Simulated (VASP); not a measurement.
# KMgF3 (Pm-3m) in VASP: further runs

Runs on KMgF3. Level: PBE. Tasks: relaxation of cell and atoms.

All numbers are computed with VASP 6.6.1; they aren't measurements. Logs are shortened: lines on timing, memory, paths and dates and some standing lists are left out, and cuts for length are marked.

## Step 1: The cell of the first run

It takes space group Pm-3m (No. 221, cubic). Conventional cell: a = 3.986 Å, b = 3.986 Å, c = 3.986 Å, α = 90.00°, β = 90.00°, γ = 90.00°. K (site symmetry m-3m) has 12 F at 2.82 Å and 8 Mg at 3.45 Å within 3.7 Å. Within 2.6 Å of Mg (site symmetry m-3m) lie 6 F at 1.99 Å. F (site symmetry 4/mmm) has 2 Mg at 1.99 Å within 2.6 Å.

## Step 2: Relaxation of cell and atoms, PBE, target pressure 10 GPa, at which the enthalpy is minimised

INCAR

```
SYSTEM = KMgF3
ALGO = Normal
EDIFF = 1E-6
EDIFFG = -0.01
ENCUT = 600
GGA = PE
IBRION = 2
ISIF = 3
ISMEAR = -1
LASPH = .True.
LCHARG = .False.
LREAL = .False.
LWAVE = .False.
NELM = 100
NSW = 80
PREC = Accurate
PSTRESS = 100.0
SIGMA = 0.1
```

KPOINTS

```
k-points
0
Gamma
  5 5 5
  0 0 0
```

POSCAR

```
KMgF3
1.0
    3.9859000000      0.0000000000      0.0000000000
    0.0000000000      3.9859000000      0.0000000000
    0.0000000000      0.0000000000      3.9859000000
K Mg F
1 1 3
Direct
    0.5000000000      0.5000000000      0.5000000000
    0.0000000000      0.0000000000      0.0000000000
    0.5000000000      0.0000000000      0.0000000000
    0.0000000000      0.5000000000      0.0000000000
    0.0000000000      0.0000000000      0.5000000000
```

Potentials or basis: VASP PAW PBE potentials, release 64 (K_sv, Mg, F).

Command:

```sh
$ cat potpaw_PBE.64/K_sv/POTCAR potpaw_PBE.64/Mg/POTCAR potpaw_PBE.64/F/POTCAR > POTCAR
$ mpirun -np 1 vasp_std > vasp.out
```

OUTCAR:

```text
SYSTEM = KMgF3
   EDIFF = 1E-6
   EDIFFG = -0.01
   ENCUT = 600
   GGA = PE
   IBRION = 2
   ISIF = 3
   ISMEAR = -1
   LASPH = .True.
   LREAL = .False.
   NELM = 100
   NSW = 80
   PREC = Accurate
   PSTRESS = 100.0

 ion  position               nearest neighbor table
   1  0.500  0.500  0.500-   3 2.82   4 2.82   5 2.82   3 2.82   4 2.82   3 2.82   5 2.82   3 2.82
                             4 2.82   5 2.82   4 2.82   5 2.82   2 3.45   2 3.45   2 3.45   2 3.45
   2  0.000  0.000  0.000-   3 1.99   4 1.99   5 1.99   5 1.99   4 1.99   3 1.99   1 3.45   1 3.45
                             1 3.45   1 3.45   1 3.45   1 3.45   1 3.45   1 3.45
   3  0.500  0.000  0.000-   2 1.99   2 1.99   1 2.82   1 2.82   1 2.82   1 2.82
   4  0.000  0.500  0.000-   2 1.99   2 1.99   1 2.82   1 2.82   1 2.82   1 2.82
   5  0.000  0.000  0.500-   2 1.99   2 1.99   1 2.82   1 2.82   1 2.82   1 2.82

  LATTYP: Found a simple cubic cell.
 ALAT       =     3.9859000000

  Lattice vectors:

 A1 = (   3.9859000000,   0.0000000000,   0.0000000000)
 A2 = (   0.0000000000,   3.9859000000,   0.0000000000)
 A3 = (   0.0000000000,   0.0000000000,   3.9859000000)

Analysis of symmetry for initial positions (statically):
=====================================================================
 Subroutine PRICEL returns:
 Original cell was already a primitive cell.

 Routine SETGRP: Setting up the symmetry group for a
 simple cubic supercell.

 Subroutine GETGRP returns: Found 48 space group operations
 (whereof 48 operations were pure point group operations)
 out of a pool of 48 trial point group operations.

The static configuration has the point symmetry O_h .

Analysis of symmetry for dynamics (positions and initial velocities):
=====================================================================
 Subroutine PRICEL returns:
 Original cell was already a primitive cell.

 Routine SETGRP: Setting up the symmetry group for a
 simple cubic supercell.

 Subroutine GETGRP returns: Found 48 space group operations
 (whereof 48 operations were pure point group operations)
 out of a pool of 48 trial point group operations.

The dynamic configuration has the point symmetry O_h .

 Subroutine INISYM returns: Found 48 space group operations
 (whereof 48 operations are pure point group operations),
 and found     1 'primitive' translations

----------------------------------------------------------------------------------------

                                     Primitive cell

  volume of cell :      63.3256

  direct lattice vectors                    reciprocal lattice vectors
     3.985900000  0.000000000  0.000000000     0.250884367  0.000000000  0.000000000
     0.000000000  3.985900000  0.000000000     0.000000000  0.250884367  0.000000000
     0.000000000  0.000000000  3.985900000     0.000000000  0.000000000  0.250884367

  length of vectors
     3.985900000  3.985900000  3.985900000     0.250884367  0.250884367  0.250884367

  position of ions in fractional coordinates (direct lattice)
     0.500000000  0.500000000  0.500000000
     0.000000000  0.000000000  0.000000000
     0.500000000  0.000000000  0.000000000
     0.000000000  0.500000000  0.000000000
     0.000000000  0.000000000  0.500000000

  ion indices of the primitive-cell ions
   primitive index   ion index
                 1           1
                 2           2
                 3           3
                 4           4
                 5           5

----------------------------------------------------------------------------------------

 KPOINTS: k-points

Automatic generation of k-mesh.
 Grid dimensions read from file:
 generate k-points for:    5    5    5

 Generating k-lattice:

  Cartesian coordinates                     Fractional coordinates (reciprocal lattice)
     0.050176873  0.000000000  0.000000000     0.200000000  0.000000000  0.000000000
     0.000000000  0.050176873  0.000000000     0.000000000  0.200000000  0.000000000
     0.000000000  0.000000000  0.050176873     0.000000000  0.000000000  0.200000000

  Length of vectors
     0.050176873  0.050176873  0.050176873

  Shift w.r.t. Gamma in fractional coordinates (k-lattice)
     0.000000000  0.000000000  0.000000000

 Subroutine IBZKPT returns following result:
 ===========================================

 Found     10 irreducible k-points:

 Following reciprocal coordinates:
            Coordinates               Weight
  0.000000  0.000000  0.000000      1.000000
  0.200000  0.000000  0.000000      6.000000
  0.400000  0.000000  0.000000      6.000000
  0.200000  0.200000  0.000000     12.000000
  0.400000  0.200000  0.000000     24.000000
  0.400000  0.400000  0.000000     12.000000
  0.200000  0.200000  0.200000      8.000000
  0.400000  0.200000  0.200000     24.000000
  0.400000  0.400000  0.200000     24.000000
  0.400000  0.400000  0.400000      8.000000
   k-points           NKPTS =     10   k-points in BZ     NKDIM =     10   number of bands    NBANDS=     20
   number of dos      NEDOS =    301   number of ions     NIONS =      5
   total plane-waves  NPLWV =  32768
   dimension x,y,z NGX =    32 NGY =   32 NGZ =   32
   dimension x,y,z NGXF=    64 NGYF=   64 NGZF=   64
   ions per type =               1   1   3
   NGX,Y,Z   is equivalent  to a cutoff of  13.35, 13.35, 13.35 a.u.
   NGXF,Y,Z  is equivalent  to a cutoff of  26.69, 26.69, 26.69 a.u.
 SYSTEM =  KMgF3
   PREC   = accura    normal or accurate (medium, high low for compatibility)
   ISTART =      0    job   : 0-new  1-cont  2-samecut
   ICHARG =      2    charge: 1-file 2-atom 10-const
   ISPIN  =      1    spin polarized calculation?
   LNONCOLLINEAR =      F non collinear calculations
   LSORBIT =      F    spin-orbit coupling
   LASPH  =      T    aspherical Exc in radial PAW
   ENCUT  =  600.0 eV  44.10 Ry    6.64 a.u.   7.96  7.96  7.96*2*pi/ulx,y,z
   NELM   =    100;   NELMIN=  2; NELMDL= -5     # of ELM steps
   EDIFF  = 0.1E-05   stopping-criterion for ELM
   LREAL  =      F    real-space projection
   EDIFFG = -.1E-01   stopping-criterion for IOM
   NSW    =     80    number of steps for IOM
   IBRION =      2    ionic relax: 0-MD 1-quasi-New 2-CG
   NFREE  =      1    steps in history (QN), initial steepest desc. (CG)
   ISIF   =      3    stress and relaxation
   ISYM   =      2    0-nonsym 1-usesym 2-fastsym
   POTIM  = 0.5000    time-step for ionic-motion
   TEBEG  =    0.0;   TEEND  =   0.0 temperature during run
   PSTRESS=  100.0 pullay stress
   NELECT =      32.0000    total number of electrons
   NUPDOWN=      -1.0000    fix difference up-down
   EMIN   =  10.00;   EMAX   =-10.00  energy-range for DOS
   EFERMI =   0.00;   METHOD = LEGACY
   ISMEAR =    -1;   SIGMA  =   0.10  broadening in eV -4-tet -1-fermi 0-gaus
   EFERMI_NEDOS =   21; number of points for ismear=-14 and -15
   IALGO  =     38    algorithm
   IMIX   =      4    mixing-type and parameters
     AMIX     =   0.40;   BMIX     =  1.00
     AMIX_MAG =   1.60;   BMIX_MAG =  1.00
  volume/ion in A,a.u.               =      12.67        85.47
  Fermi-wavevector in a.u.,A,eV,Ry     =   1.303962  2.464132 23.134232  1.700318
  Thomas-Fermi vector in A             =   2.434930
   LORBIT       =      0    0 simple, 1 ext, 2 COOP (PROOUT), +10 PAW based schemes
   GGA     = PE    functional components
   LHFCALC =     F    Hartree Fock is set to
   AEXX    =    0.0000 exact exchange contribution
   IVDW    =     0    specifies the selected vdW correction
   LEPSILON=     F    determine dielectric tensor
   LRPA    =     F    only Hartree local field effects (RPA)
 conjugate gradient relaxation of ions
 non-spin polarized calculation
  energy-cutoff  :      600.00
  volume of cell :       63.33
 maximum number of plane-waves:      2139
 NGX is ok and might be reduce to    32
   NGX = 15   NGY = 15   NGZ = 15

--------------------------------------- Ionic step        1  -------------------------------------------

 number of electron      32.0000010 magnetization

 Free energy of the ion-electron system (eV)
  ---------------------------------------------------
  ext. energy  EPLUGINS =         0.00000000
  ---------------------------------------------------
  free energy    TOTEN  =       -24.42202092 eV

  energy without entropy =      -24.42202092  energy(sigma->0) =      -24.42202092

 E-fermi :   0.6389     XC(G=0):  -9.6841

 val. band max:       -1.6671887247   @ k =   0.4000   0.4000   0.4000
 cond. band min:       5.7022837993   @ k =   0.0000   0.0000   0.0000
 fundamental gap:      7.3694725239
 Fermi energy:         0.6389072375

 k-point     1 :       0.0000    0.0000    0.0000
  band No.  band energies     occupation
      1     -27.2554      2.00000
      2     -21.7237      2.00000
      3     -21.0692      2.00000
      4     -21.0692      2.00000
      5     -10.7480      2.00000
      6     -10.7480      2.00000
[... 12 lines left out ...]
     19       8.4789      0.00000
     20      10.6351      0.00000
[... 278 lines left out ...]
  FREE ENERGIE OF THE ION-ELECTRON SYSTEM (eV)
  ---------------------------------------------------
  free  energy   TOTEN  =       -24.2207847259 eV

  energy  without entropy=      -24.2207847258  energy(sigma->0) =      -24.22078473

  enthalpy is  TOTEN    =       -20.5658975055 eV   P V=        3.6548872204

--------------------------------------- Ionic step        3  -------------------------------------------

 number of electron      31.9999952 magnetization

 Free energy of the ion-electron system (eV)
  ---------------------------------------------------
  ext. energy  EPLUGINS =         0.00000000
  ---------------------------------------------------
  free energy    TOTEN  =       -24.24713665 eV

  energy without entropy =      -24.24713665  energy(sigma->0) =      -24.24713665

 E-fermi :   1.0074     XC(G=0): -10.0442

 val. band max:       -1.2969037109   @ k =   0.4000   0.4000   0.4000
 cond. band min:       6.6460508798   @ k =   0.0000   0.0000   0.0000
 fundamental gap:      7.9429545908
 Fermi energy:         1.0073922718

 k-point     1 :       0.0000    0.0000    0.0000
  band No.  band energies     occupation
      1     -26.7438      2.00000
      2     -21.5401      2.00000
      3     -20.7894      2.00000
      4     -20.7894      2.00000
      5     -10.2466      2.00000
      6     -10.2466      2.00000
[... 12 lines left out ...]
     19       8.9488      0.00000
     20      11.1907      0.00000
[... 227 lines left out ...]
 POSITION                                       TOTAL-FORCE (eV/Angst)
 -----------------------------------------------------------------------------------
      1.94609      1.94609      1.94609        -0.000000      0.000000      0.000000
      0.00000      0.00000      0.00000         0.000000     -0.000000      0.000000
      1.94609     -0.00000     -0.00000        -0.000000     -0.000000      0.000000
     -0.00000      1.94609     -0.00000        -0.000000     -0.000000      0.000000
      0.00000      0.00000      1.94609         0.000000      0.000000      0.000000
 -----------------------------------------------------------------------------------
    total drift:                                0.000000      0.000000     -0.000000

  FREE ENERGIE OF THE ION-ELECTRON SYSTEM (eV)
  ---------------------------------------------------
  free  energy   TOTEN  =       -24.2471366524 eV

  energy  without entropy=      -24.2471366522  energy(sigma->0) =      -24.24713665

  enthalpy is  TOTEN    =       -20.5669376280 eV   P V=        3.6801990243

 reached required accuracy - stopping structural energy minimisation
```

Run time: 21 s. Hardware: 1 thread of Intel Xeon 6975P-C (Granite Rapids), shared host; peak memory 0.19 GiB.

What came out:

| Property | Result |
| --- | --- |
| Free energy | -24.2471 eV |
| Relaxed volume | 11.79 Å³/atom |
| Relaxed cell | a = 3.892 Å, b = 3.892 Å, c = 3.892 Å, α = 90.00°, β = 90.00°, γ = 90.00° |
| Space group after relaxing (to 0.05 Å) | Pm-3m (No. 221) |
| Energy change on relaxing (the enthalpy is what falls) | +35.0 meV/atom |
| Ionic steps | 3 |
| Pressure after relaxing | 10.0 GPa |
| Band gap on the k mesh | 7.94 eV, indirect (least direct gap 8.19 eV) |

Step by step:
```
step  energy change (eV)  largest force (eV/Å)  pressure (GPa)  volume (Å³)
   1              0.0000                0.0000            3.25        63.33
   2              0.2012                0.0000           10.77        58.56
   3              0.1749                0.0000           10.02        58.96
```

Final structure:
```cif
data_structure
_symmetry_space_group_name_H-M 'P 1'
_symmetry_Int_Tables_number 1
_cell_length_a 3.8922
_cell_length_b 3.8922
_cell_length_c 3.8922
_cell_angle_alpha 90.000
_cell_angle_beta 90.000
_cell_angle_gamma 90.000
_cell_volume 58.96
loop_
_atom_site_label
_atom_site_type_symbol
_atom_site_fract_x
_atom_site_fract_y
_atom_site_fract_z
_atom_site_occupancy
K1 K 0.50000 0.50000 0.50000 1
Mg1 Mg 0.00000 0.00000 0.00000 1
F1 F 0.50000 0.00000 0.00000 1
F2 F 0.00000 0.50000 0.00000 1
F3 F 0.00000 0.00000 0.50000 1
```

Levels at points of the mesh, in eV from the valence-band top:
```tsv
k point	band 13	band 14	band 15	band 16	band 17	band 18	band 19	band 20
(0.00, 0.00, 0.00)	-0.63	-0.25	-0.25	-0.25	7.94	10.25	10.25	12.49
```

Caveat: the cell is relaxed towards a set pressure, so the enthalpy falls and the energy may rise. A k mesh can miss the band edges.

(Continued in part 2 of 2.)
